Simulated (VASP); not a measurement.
KZrO3: single point with LDA

Crystal: KZrO3.

```xyz
5
Lattice="4.1306 0.0000 0.0000 0.0000 4.1306 0.0000 0.0000 0.0000 4.1306" Properties=species:S:1:pos:R:3 pbc="T T T"
K     0.0000    0.0000    0.0000
Zr    2.0653    2.0653    2.0653
O     2.0653    2.0653    0.0000
O     2.0653    0.0000    2.0653
O     0.0000    2.0653    2.0653
```

```
Program                : VASP 6.6.1
Task                   : single point
Functional             : LDA
Potentials or basis    : VASP PAW LDA potentials, release 64 (K_sv, Zr_sv, O)
Cutoff                 : 520 eV
k mesh                 : 6 × 6 × 6
Occupations            : gaussian, width 0.05 eV
Spin                   : no spin polarisation
Dipole correction      : no
Further INCAR settings : ALGO = Normal; EDIFF = 1e-06; NBANDS = 28
```

```
Pressure               : 0.6 GPa
Band gap on the k mesh : zero (an odd number of electrons rules out a gap without spin polarisation)
```

Levels at points of the mesh, in eV from the Fermi level:
```tsv
k point	band 18	band 19	band 20	band 21	band 22	band 23
(0.00, 0.00, 0.00)	-0.04	-0.04	-0.04	4.10	4.10	4.10
(0.50, 0.00, 0.00)	-1.02	-0.16	-0.16	4.31	6.33	6.33
(0.50, 0.50, 0.00)	-0.97	-0.45	0.27	6.36	6.36	7.60
(0.50, 0.50, 0.50)	0.30	0.30	0.30	7.72	7.72	7.72
```

Run time: 19 s on 1 thread of AMD EPYC 9R45 96-Core Processor (Zen 5), on a shared host, peak memory 0.14 GiB.

Caveat: an odd number of electrons without spin polarisation forces a metal; a magnetic or distorted state may lie lower.
